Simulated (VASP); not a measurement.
# Mg (P6_3/mmc) in VASP: a series of runs, part 2 of 2

VASP 6.6.1. The steps go on from the part before.

## (3) Single point, LDA

This run uses another cell than the first one, of 14.10 Å³/atom, 1.107 times its volume.

Input file INCAR:

```
PREC = Accurate ; ENCUT = 600
EDIFF = 1E-6 ; ISMEAR = 0
SIGMA = 0.05 ; LREAL = False
LASPH = True ; NELM = 120
ALGO = Normal ; ISIF = 2
LWAVE = False ; LCHARG = False
NBANDS = 9 ; GGA_COMPAT = False
```

Input file KPOINTS:

```
regular mesh
0
Gamma
  6 6 4
```

Input file POSCAR:

```
Mg
1.0
    2.7093208168      0.0000000000      0.0000000000
   -1.3546604084      2.3463406544      0.0000000000
    0.0000000000      0.0000000000      4.4356836614
Mg
2
Direct
    0.3333333333      0.6666666667      0.2500000000
    0.6666666667      0.3333333333      0.7500000000
```

Potentials or basis: VASP PAW LDA potentials, release 64 (Mg).

Command:

```
$ cat potpaw_LDA.64/Mg/POTCAR > POTCAR
$ mpirun -np 1 vasp_std > vasp.out
```

Wall time 4.3 s (1 thread of Intel Xeon Platinum 8488C (Sapphire Rapids), shared host); peak memory 0.13 GiB.

It converged, with:

```
Free energy            : -2.2598 eV
Pressure               : 39.8 GPa
Band gap on the k mesh : zero (band 2 reaches 5.77 eV, above the bottom of band 3 at 4.24 eV)
```

Levels at points of the mesh, in eV from the Fermi level:
| k point | band 1 | band 2 | band 3 | band 4 | band 5 | band 6 |
| --- | --- | --- | --- | --- | --- | --- |
| (0.00, 0.00, 0.00) | -9.06 | -2.32 | -1.13 | 14.27 | 14.27 | 15.05 |
| (0.50, 0.00, 0.00) | -2.78 | -2.33 | 3.32 | 3.73 | 4.95 | 5.08 |
| (0.00, 0.00, 0.50) | -7.16 | -7.16 | 6.67 | 6.67 | 15.05 | 15.05 |
| (0.50, 0.00, 0.50) | -1.38 | -1.38 | -0.12 | -0.12 | 9.89 | 9.89 |

Caveat: the k points lie up to 0.45 Å⁻¹ apart.

## (4) Single point, LDA

This run uses another cell than the first one, of 16.32 Å³/atom, 1.281 times its volume.

Input file INCAR:

```
PREC = Accurate
ENCUT = 600
EDIFF = 1E-6
ISMEAR = 0
SIGMA = 0.05
LREAL = False
LASPH = True
NELM = 120
ALGO = Normal
ISIF = 2
LWAVE = False
LCHARG = False
NBANDS = 9
GGA_COMPAT = False
```

Input file KPOINTS:

```
Automatic mesh
0
Gamma
  6 6 4
```

Input file POSCAR:

```
Mg
1.0
    2.8441019446      0.0000000000      0.0000000000
   -1.4220509723      2.4630645349      0.0000000000
    0.0000000000      0.0000000000      4.6579959084
Mg
2
Direct
    0.3333333333      0.6666666667      0.2500000000
    0.6666666667      0.3333333333      0.7500000000
```

Command:

```
$ cat potpaw_LDA.64/Mg/POTCAR > POTCAR
$ mpirun -np 1 vasp_std > vasp.out
```

Run time: 6.3 s. Hardware: 1 thread of Intel Xeon Platinum 8488C (Sapphire Rapids), shared host; peak memory 0.14 GiB.

The run converged. Its results:

```
Free energy            : -3.0540 eV
Pressure               : 19.6 GPa
Band gap on the k mesh : zero (band 2 reaches 4.69 eV, above the bottom of band 3 at 3.16 eV)
```

Levels at points of the mesh, in eV from the Fermi level:
```
           k point  band 1  band 2  band 3  band 4  band 5
(0.00, 0.00, 0.00)   -8.32   -2.09   -1.16   13.28   13.28
(0.50, 0.00, 0.00)   -2.53   -2.22    3.31    3.41    4.47
(0.00, 0.00, 0.50)   -6.60   -6.60    6.14    6.14   14.05
(0.50, 0.00, 0.50)   -1.25   -1.25   -0.17   -0.17    9.37
```

Caveat: the k points lie up to 0.43 Å⁻¹ apart.

## (5) Single point, LDA

This run uses another cell than the first one, of 21.67 Å³/atom, 1.701 times its volume.

Input file INCAR:

```
SYSTEM = Mg
  ALGO = Normal
  EDIFF = 1E-6
  ENCUT = 600
  GGA_COMPAT = .FALSE.
  ISIF = 2
  ISMEAR = 0
  LASPH = .TRUE.
  LCHARG = .TRUE.
  LELF = .TRUE.
  LREAL = .FALSE.
  LVHAR = .TRUE.
  LWAVE = .FALSE.
  NBANDS = 9
  NELM = 120
  PREC = Accurate
  SIGMA = 0.05
```

Input file KPOINTS:

```
k-points
0
G
  6 6 4
  0 0 0
```

Input file POSCAR:

```
Mg
1.0
    3.1244094517      0.0000000000      0.0000000000
   -1.5622047259      2.7058179570      0.0000000000
    0.0000000000      0.0000000000      5.1269494504
Mg
2
Direct
    0.3333333333      0.6666666667      0.2500000000
    0.6666666667      0.3333333333      0.7500000000
```

Potentials or basis: VASP PAW LDA potentials, release 64 (Mg).

Command:

```
$ cat potpaw_LDA.64/Mg/POTCAR > POTCAR
$ mpirun -np 1 vasp_std > vasp.out
```

OUTCAR:

```text
SYSTEM = Mg
   EDIFF = 1E-6
   ENCUT = 600
   ISIF = 2
   ISMEAR = 0
   LASPH = .TRUE.
   LREAL = .FALSE.
   NELM = 120
   PREC = Accurate

 ion  position               nearest neighbor table
   1  0.333  0.667  0.250-   2 3.13   2 3.13   2 3.13   2 3.13   2 3.13   2 3.13
   2  0.667  0.333  0.750-   1 3.13   1 3.13   1 3.13   1 3.13   1 3.13   1 3.13

  LATTYP: Found a hexagonal cell.
 ALAT       =     3.1244094517
 C/A-ratio  =     1.6409339204

  Lattice vectors:

[... 436 lines left out ...]
------------------------ aborting loop because EDIFF is reached ----------------------------------------

  FORCE on cell =-STRESS in cart. coord.  units (eV):
  Direction    XX          YY          ZZ          XY          YZ          ZX
  --------------------------------------------------------------------------------------
  -------------------------------------------------------------------------------------
  Total       -0.1163526     -0.1163526     -0.1140651      0.0000000      0.0000000      0.0000000
  in kB       -4.3009191     -4.3009191     -4.2163627      0.0000000      0.0000000      0.0000000
  external PRESSURE =      -4.2727336 kB  Pullay stress =       0.0000000 kB

 VOLUME and BASIS-vectors are now :
 -----------------------------------------------------------------------------
  energy-cutoff  :      600.00
  volume of cell :       43.34
      direct lattice vectors                 reciprocal lattice vectors
     3.124409452  0.000000000  0.000000000     0.320060484  0.184787006  0.000000000
    -1.562204726  2.705817957  0.000000000     0.000000000  0.369574013  0.000000000
     0.000000000  0.000000000  5.126949450     0.000000000  0.000000000  0.195047759

 POSITION                                       TOTAL-FORCE (eV/Angst)
 -----------------------------------------------------------------------------------
     -0.00000      1.80388      1.28174        -0.000000      0.000000      0.000000
      1.56220      0.90194      3.84521         0.000000     -0.000000      0.000000
 -----------------------------------------------------------------------------------
    total drift:                               -0.000000      0.000000     -0.000000

  FREE ENERGIE OF THE ION-ELECTRON SYSTEM (eV)
  ---------------------------------------------------
  free  energy   TOTEN  =        -3.5543820491 eV

  energy  without entropy=       -3.5525063954  energy(sigma->0) =       -3.55344422
```

OSZICAR:

```text
N       E                     dE             d eps       ncg     rms          rms(c)
DAV:   1    -0.241128585952E+00   -0.24113E+00   -0.13557E+03   378   0.349E+02
DAV:   2    -0.351778938003E+01   -0.32767E+01   -0.30704E+01   541   0.284E+01
DAV:   3    -0.357552869174E+01   -0.57739E-01   -0.57652E-01   479   0.311E+00
DAV:   4    -0.357569369448E+01   -0.16500E-03   -0.16500E-03   499   0.195E-01
DAV:   5    -0.357569448281E+01   -0.78833E-06   -0.78881E-06   430   0.117E-02    0.946E-01
DAV:   6    -0.356379603929E+01    0.11898E-01   -0.60393E-04   432   0.136E-01    0.601E-01
DAV:   7    -0.355439138880E+01    0.94047E-02   -0.20954E-03   407   0.248E-01    0.301E-02
DAV:   8    -0.355438299852E+01    0.83903E-05   -0.16559E-05   535   0.207E-02    0.633E-03
DAV:   9    -0.355438204909E+01    0.94943E-06   -0.62514E-07   370   0.371E-03
   1 F= -.35543820E+01 E0= -.35534442E+01  d E =-.187565E-02
```

Wall time 9.2 s (1 thread of Intel Xeon Platinum 8488C (Sapphire Rapids), shared host); peak memory 0.15 GiB.

What came out:

* Free energy: -3.5544 eV
* Pressure: -0.4 GPa
* Band gap on the k mesh: zero (band 2 reaches 3.05 eV, above the bottom of band 3 at 1.40 eV)

Caveat: the k points lie up to 0.39 Å⁻¹ apart.

## (6) Overview

| cell | gap on the mesh (eV) | pressure (GPa) |
| --- | --- | --- |
| a = 2.619, b = 2.619, c = 4.288 Å, angles 90.0, 90.0, 120.0°, 2 atoms | none | 60.2 |
| a = 2.709, b = 2.709, c = 4.436 Å, angles 90.0, 90.0, 120.0°, 2 atoms | none | 39.8 |
| a = 2.844, b = 2.844, c = 4.658 Å, angles 90.0, 90.0, 120.0°, 2 atoms | none | 19.6 |
| a = 3.124, b = 3.124, c = 5.127 Å, angles 90.0, 90.0, 120.0°, 2 atoms | none | -0.4 |

Alike in all rows: task single point; level LDA; potentials or basis VASP PAW LDA potentials, release 64 (Mg); no spin polarisation; k mesh 6 × 6 × 4; cutoff (eV) 600; smearing gaussian 0.05 eV.

Caveats: all runs use coarse meshes.

Total energies depend on the potentials used, so only differences within one code and one set of settings carry meaning.
